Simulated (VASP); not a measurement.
# C (C2/m) in VASP: a series of runs, part 2 of 2

VASP 6.6.1. Earlier steps stand in the parts before.

## Step 3: Single point, PBEsol

This run uses another cell than the first one, of 9.56 Å³/atom.

The input, INCAR:

```
SYSTEM = C
  ALGO = Normal
  EDIFF = 1E-6
  ENCUT = 520
  GGA = PS
  ISIF = 2
  ISMEAR = -1
  LASPH = .True.
  LCHARG = .False.
  LREAL = .False.
  LWAVE = .False.
  NBANDS = 11
  NELM = 60
  PREC = Accurate
  SIGMA = 0.05
```

The input, KPOINTS:

```
k-points
0
Gamma
  13 13 8
  0 0 0
```

The input, POSCAR:

```
C
1.0
    2.1293871662     -1.2293994703     -0.0077917717
    2.1293871662      1.2293994703     -0.0077917717
   -1.3932393798      0.0000000000      3.6564677512
C
2
Direct
    0.1666562192      0.1666562192      0.9999677153
    0.8333437808      0.8333437808      0.0000322847
```

Potentials or basis: VASP PAW PBE potentials, release 64 (C).

Command:

```console
> cat potpaw_PBE.64/C/POTCAR > POTCAR
> mpirun -np 1 vasp_std > vasp.out
```

OUTCAR:

```text
SYSTEM = C
   EDIFF = 1E-6
   ENCUT = 520
   GGA = PS
   ISIF = 2
   ISMEAR = -1
   LASPH = .True.
   LREAL = .False.
   NELM = 60
   PREC = Accurate

 ion  position               nearest neighbor table
   1  0.167  0.167  1.000-   2 1.42   2 1.42   2 1.42
   2  0.833  0.833  0.000-   1 1.42   1 1.42   1 1.42

  LATTYP: Found a base centered monoclinic cell.
 ALAT       =     4.2588028437
 B/A-ratio  =     0.5773450969
 C/A-ratio  =     0.9187819041
 COS(beta)  =    -0.3594790616

  Lattice vectors:

 A1 = (   2.1293871662,  -1.2293994703,  -0.0077917717)
 A2 = (   2.1293871662,   1.2293994703,  -0.0077917717)
 A3 = (  -1.3932393798,   0.0000000000,   3.6564677512)

Analysis of symmetry for initial positions (statically):
=====================================================================
 Subroutine PRICEL returns:
 Original cell was already a primitive cell.

 Routine SETGRP: Setting up the symmetry group for a
 base centered monoclinic supercell.

 Subroutine GETGRP returns: Found  4 space group operations
 (whereof  4 operations were pure point group operations)
 out of a pool of  4 trial point group operations.

The static configuration has the point symmetry C_2h.

Analysis of symmetry for dynamics (positions and initial velocities):
=====================================================================
 Subroutine PRICEL returns:
 Original cell was already a primitive cell.

 Routine SETGRP: Setting up the symmetry group for a
 base centered monoclinic supercell.

 Subroutine GETGRP returns: Found  4 space group operations
 (whereof  4 operations were pure point group operations)
 out of a pool of  4 trial point group operations.

The dynamic configuration has the point symmetry C_2h.

 Subroutine INISYM returns: Found  4 space group operations
 (whereof  4 operations are pure point group operations),
 and found     1 'primitive' translations
[... 112 lines left out ...]
   IALGO  =     38    algorithm
   IMIX   =      4    mixing-type and parameters
     AMIX     =   0.40;   BMIX     =  1.00
     AMIX_MAG =   1.60;   BMIX_MAG =  1.00
  volume/ion in A,a.u.               =       9.56        64.51
  Fermi-wavevector in a.u.,A,eV,Ry     =   1.224504  2.313978 20.400725  1.499411
  Thomas-Fermi vector in A             =   2.359577
   LORBIT       =      0    0 simple, 1 ext, 2 COOP (PROOUT), +10 PAW based schemes
   GGA     = PS    functional components
   LHFCALC =     F    Hartree Fock is set to
   AEXX    =    0.0000 exact exchange contribution
   IVDW    =     0    specifies the selected vdW correction
   LEPSILON=     F    determine dielectric tensor
   LRPA    =     F    only Hartree local field effects (RPA)
 non-spin polarized calculation
  energy-cutoff  :      520.00
  volume of cell :       19.12
 maximum number of plane-waves:       529
   NGX =  9   NGY =  9   NGZ = 15

 number of electron       8.0000000 magnetization

 Free energy of the ion-electron system (eV)
  ---------------------------------------------------
  ext. energy  EPLUGINS =         0.00000000
  ---------------------------------------------------
  free energy    TOTEN  =       -19.29198785 eV

  energy without entropy =      -19.29198745  energy(sigma->0) =      -19.29198765

 E-fermi :   3.9819     XC(G=0):  -9.9621

 val. band max:        3.4638083980   @ k =  -0.3077   0.3077   0.0000
 cond. band min:       4.5204004287   @ k =  -0.3077   0.3077   0.0000
 fundamental gap:      1.0565920307
 Fermi energy:         3.9818770680

 k-point     1 :       0.0000    0.0000    0.0000
  band No.  band energies     occupation
      1     -15.6795      2.00000
      2      -3.0946      2.00000
      3       0.9529      2.00000
      4       0.9532      2.00000
      5       7.4136      0.00000
      6      12.3043      0.00000
      7      12.3048      0.00000
      8      15.4530      0.00000
      9      16.8053      0.00000
     10      26.3663      0.00000
     11      26.3699      0.00000
[... 309 lines left out ...]
 k-point    24 :       0.4615    0.1538   -0.0000
  band No.  band energies     occupation
      1     -11.7860      2.00000
      2      -6.7705      2.00000
      3      -3.7147      2.00000
      4       0.7614      2.00000
      5       7.3692      0.00000
      6      13.3099      0.00000
      7      13.9635      0.00000
      8      17.4082      0.00000
      9      18.6318      0.00000
     10      22.0023      0.00000
     11      26.2098      0.00000

 [... further k-points ...]
[... 5 lines left out ...]
  --------------------------------------------------------------------------------------
  -------------------------------------------------------------------------------------
  Total        0.1134523      0.1134489     -0.0064764      0.0000000      0.0000000     -0.0011202
  in kB        9.5080318      9.5077388     -0.5427678      0.0000000      0.0000000     -0.0938773
  external PRESSURE =       6.1576676 kB  Pullay stress =       0.0000000 kB

 VOLUME and BASIS-vectors are now :
 -----------------------------------------------------------------------------
  energy-cutoff  :      520.00
  volume of cell :       19.12
      direct lattice vectors                 reciprocal lattice vectors
     2.129387166 -1.229399470 -0.007791772     0.235137186 -0.406702632  0.089595317
     2.129387166  1.229399470 -0.007791772     0.235137186  0.406702632  0.089595317
    -1.393239380  0.000000000  3.656467751     0.001002134  0.000000000  0.273869833

 POSITION                                       TOTAL-FORCE (eV/Angst)
 -----------------------------------------------------------------------------------
     -0.68344      0.00000      3.65375        -0.000081      0.000000      0.000253
      3.54898      0.00000     -0.01287         0.000081      0.000000     -0.000253
 -----------------------------------------------------------------------------------
    total drift:                                0.000000     -0.000000     -0.000000

  FREE ENERGIE OF THE ION-ELECTRON SYSTEM (eV)
  ---------------------------------------------------
  free  energy   TOTEN  =       -19.2919878493 eV

  energy  without entropy=      -19.2919874476  energy(sigma->0) =      -19.29198765
```

OSZICAR:

```text
N       E                     dE             d eps       ncg     rms          rms(c)
DAV:   1     0.479487827086E+00    0.47949E+00   -0.40745E+03  8322   0.644E+02
DAV:   2    -0.200148661157E+02   -0.20494E+02   -0.19562E+02 10639   0.119E+02
DAV:   3    -0.205129364889E+02   -0.49807E+00   -0.49690E+00 10307   0.151E+01
DAV:   4    -0.205149457957E+02   -0.20093E-02   -0.20091E-02  9730   0.116E+00
DAV:   5    -0.205149552139E+02   -0.94182E-05   -0.94185E-05 10261   0.701E-02    0.642E+00
DAV:   6    -0.195886128365E+02    0.92634E+00   -0.76185E-01  9542   0.507E+00    0.371E+00
DAV:   7    -0.192887970035E+02    0.29982E+00   -0.87716E-01  9851   0.549E+00    0.975E-01
DAV:   8    -0.192923266935E+02   -0.35297E-02   -0.25293E-02  9224   0.995E-01    0.148E-01
DAV:   9    -0.192919083144E+02    0.41838E-03   -0.74785E-04  9892   0.168E-01    0.733E-02
DAV:  10    -0.192919845267E+02   -0.76212E-04   -0.25425E-04  9406   0.102E-01    0.330E-02
DAV:  11    -0.192919870440E+02   -0.25173E-05   -0.10620E-05  9927   0.190E-02    0.869E-03
DAV:  12    -0.192919878493E+02   -0.80525E-06   -0.97485E-07  9278   0.604E-03
   1 F= -.19291988E+02 E0= -.19291988E+02  d E =-.401694E-06
```

stdout:

```text
POSCAR found type information on POSCAR C
 POSCAR found :  1 types and       2 ions
 scaLAPACK will be used
 -----------------------------------------------------------------------------
|                                                                             |
|                                                                             |
|     You enforced a specific xc type in the INCAR file but a different       |
|     I HOPE YOU KNOW WHAT YOU ARE DOING!                                     |
|                                                                             |
 -----------------------------------------------------------------------------

 LDA part: xc-table for (Slater+PW92), standard interpolation
 POSCAR, INCAR and KPOINTS ok, starting setup
 FFT: planning ... GRIDC
 FFT: planning ... GRID_SOFT
 FFT: planning ... GRID
 WAVECAR not read
 entering main loop
```

Run time: 1.8 min. Hardware: 1 thread of Intel Xeon 8259CL, shared host; peak memory 0.17 GiB.

What came out:

* Free energy: -19.2920 eV
* Pressure: 0.6 GPa

Stress tensor (GPa, compression positive):
```
 0.95  0.00 -0.01
 0.00  0.95  0.00
-0.01  0.00 -0.05
```

Caveat: this functional lacks dispersion, which binds layers or chains, so the pressure and a relaxed spacing across them are unreliable; the PAW data sets were made with another functional, which shifts forces and pressure a little.

## Step 4: Relaxation of cell and atoms, PBEsol

This run uses another cell than the first one, of 9.15 Å³/atom.

The input, INCAR:

```
SYSTEM = C
PREC = Accurate ; ENCUT = 600
EDIFF = 1E-7 ; ISMEAR = -1
SIGMA = 0.05 ; LREAL = .FALSE.
LASPH = .TRUE. ; NELM = 80
ALGO = Normal ; ISIF = 3
LWAVE = .FALSE. ; LCHARG = .FALSE.
GGA = PS ; IBRION = 2
NSW = 60 ; EDIFFG = -0.01
```

The input, KPOINTS:

```
Automatic mesh
0
G
  13 13 8
  0 0 0
```

The input, POSCAR:

```
C
1.0
    2.1273203072     -1.2282824400      0.0000000000
    2.1273203072      1.2282824400      0.0000000000
   -1.3790696309      0.0000000000      3.5028300786
C
2
Direct
    0.1666444700      0.1666444700      0.9999069600
    0.8333555300      0.8333555300      0.0000930400
```

Command:

```console
> cat potpaw_PBE.64/C/POTCAR > POTCAR
> mpirun -np 1 vasp_std > vasp.out
```

It took 15 min on 1 thread of Intel Xeon 8259CL, shared host; peak memory 0.17 GiB.

It converged, with:

```yaml
Free_energy: -19.2951 eV
Relaxed_volume: 9.36 Å³/atom
Relaxed_cell: a = 2.460 Å, b = 2.460 Å, c = 3.837 Å, α = 108.41°, β = 108.41°, γ = 60.01°
Space_group_after_relaxing_to_0.1_Å: R-3m (No. 166)
Energy_gained_by_relaxing: 0.3 meV/atom
Ionic_steps: 22
Pressure_after_relaxing: 0.0 GPa
Largest_force_after_relaxing: 0.005 eV/Å
```

Forces on the atoms (eV/Å):
```
C   -0.004  0.000 -0.003
C    0.004  0.000  0.003
```

Stress tensor (GPa, compression positive):
```
 0.10  0.00 -0.02
 0.00 -0.04  0.00
-0.02  0.00  0.00
```

Step by step:
```
step  energy change (eV)  largest force (eV/Å)  pressure (GPa)  volume (Å³)
   1              0.0000                0.0045            1.15        18.31
   2              0.0011                0.0077           -2.36        18.48
   3             -0.0002                0.0021            0.09        18.36
   4             -0.0002                0.0020            0.05        18.36
   5             -0.0003                0.0036            0.03        18.37
   6             -0.0003                0.0183            0.04        18.40
   7             -0.0003                0.0480            0.02        18.47
   8             -0.0003                0.0468            0.02        18.47
   9             -0.0004                0.0433            0.02        18.48
  10             -0.0004                0.0370            0.02        18.49
  11             -0.0004                0.0286            0.04        18.51
  12             -0.0004                0.0402            0.05        18.55
  13             -0.0004                0.0530            0.03        18.57
  14             -0.0004                0.0463            0.03        18.59
  15             -0.0005                0.0271            0.06        18.66
  16             -0.0005                0.0116            0.07        18.78
  17             -0.0005                0.0111            0.08        18.71
  18             -0.0005                0.0055            0.05        18.73
  19             -0.0005                0.0095            0.09        18.71
  20             -0.0005                0.0075            0.06        18.72
  21             -0.0005                0.0084            0.08        18.72
  22             -0.0005                0.0049            0.02        18.72
```

Final structure:
```xyz
2
Lattice="2.1301 -1.2300 -0.0055 2.1301 1.2300 -0.0055 -1.3899 0.0000 3.5763" Properties=species:S:1:pos:R:3 pbc="T T T"
C    -0.6798    0.0000    3.5744
C     3.5501    0.0000   -0.0091
```

Caveat: this functional lacks dispersion, which binds layers or chains, so the pressure and a relaxed spacing across them are unreliable; the PAW data sets were made with another functional, which shifts forces and pressure a little.

## Step 5: Overview

```csv
task,cell,cutoff (eV),pressure (GPa)
single point,"a = 2.455, b = 2.455, c = 3.599 Å, angles 109.9, 109.9, 60.0°, 2 atoms, atomic positions A",520,2.7
single point,"a = 2.459, b = 2.459, c = 3.913 Å, angles 108.1, 108.1, 60.0°, 2 atoms, atomic positions B",520,0.6
relaxation of cell and atoms,"relaxed from a = 2.456, b = 2.456, c = 3.765 Å, angles 108.5, 108.5, 60.0°, 2 atoms, atomic positions A",600,0.0
```

Alike in all rows: level PBEsol; potentials or basis VASP PAW PBE potentials, release 64 (C); no spin polarisation; k mesh 13 × 13 × 8; smearing fermi-dirac 0.05 eV.

Caveats: this functional lacks dispersion, which binds layers or chains, so the pressure and a relaxed spacing across them are unreliable; the PAW data sets were made with another functional, which shifts forces and pressure a little.

Total energies depend on the potentials used, so only differences within one code and one set of settings carry meaning.
